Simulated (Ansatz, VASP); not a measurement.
## Zr: VASP beside Ansatz

INCAR

```
PREC = Accurate
ENCUT = 520
EDIFF = 1E-7
ISMEAR = -1
SIGMA = 0.08
LREAL = F
LASPH = T
NELM = 100
ALGO = Normal
ISIF = 2
LWAVE = F
LCHARG = F
GGA = PE
NBANDS = 19
```

Contents of KPOINTS:

```
Automatic mesh
0
Gamma
  13 13 7
```

POSCAR

```
Zr
1.0
    3.2319982225      0.0161599911      0.0161599911
   -1.6020041484      2.7909125700      0.0059149673
    0.0257350000      0.0257350000      5.1470000000
Zr
2
Direct
    0.3333333333      0.6666666667      0.2500000000
    0.6666666667      0.3333333333      0.7500000000
```

Input for Ansatz:

```yaml
crystal:
  lattice:
    - [3.2319982225, 0.0161599911, 0.0161599911]
    - [-1.6020041484, 2.79091257, 0.0059149673]
    - [0.025735, 0.025735, 5.147]
  atoms:
    - { symbol: Zr, position: [0.3333333333, 0.6666666667, 0.25] }
    - { symbol: Zr, position: [0.6666666667, 0.3333333333, 0.75] }
kpoints:
  mp_grid: { grid: [13, 13, 7] }
  band_path:
    path:
      - [0.0, 0.0, 0.0]
      - [0.0, -0.5, 0.0]
      - [0.0, 0.0, 0.5]
      - [0.0, 0.0, 0.0]
      - [-0.5, 0.0, 0.0]
      - [-0.5, 0.5, -0.5]
      - [0.0, 0.0, 0.0]
      - [-0.5, 0.0, -0.5]
      - [-0.5, 0.5, 0.0]
    npoints: 5
scf:
  occupations: { method: fermi_dirac, width: 0.08 }
hamiltonian:
  xc: pbe
  pseudopotentials: { kind: all_electron, lapw: { basis_error: 0.001 } }
output:
  forces: true
  stress: true
  eigenvalues: true
```

Change from the starting cell: equal xy, yz and zx shear strains of +1 %.

Alike in both runs: task single point; functional PBE; k mesh 13 × 13 × 7; occupations fermi-dirac, width 0.08 eV; no spin polarisation.

|  | VASP | Ansatz |
| --- | --- | --- |
| version | VASP 6.6.1 | Ansatz 0.2.0 |
| potentials or method | VASP PAW PBE potentials, release 64 (Zr_sv), cutoff 520 eV | all-electron LAPW, scalar-relativistic |

|  | VASP | Ansatz | Ansatz less VASP |
| --- | --- | --- | --- |
| pressure (GPa) | 0.5 | 0.5 | +0.01 |
| traceless stress, the component that is largest in VASP (GPa) | -0.46 | -0.45 | +0.001 |
| rms of the force components (eV/Å) | 0.011 | 0.011 | 0.0000 |

Atom by atom the forces differ by 0.000 eV/Å (rms over components). Ansatz ran all-electron here, and VASP with PAW potentials.
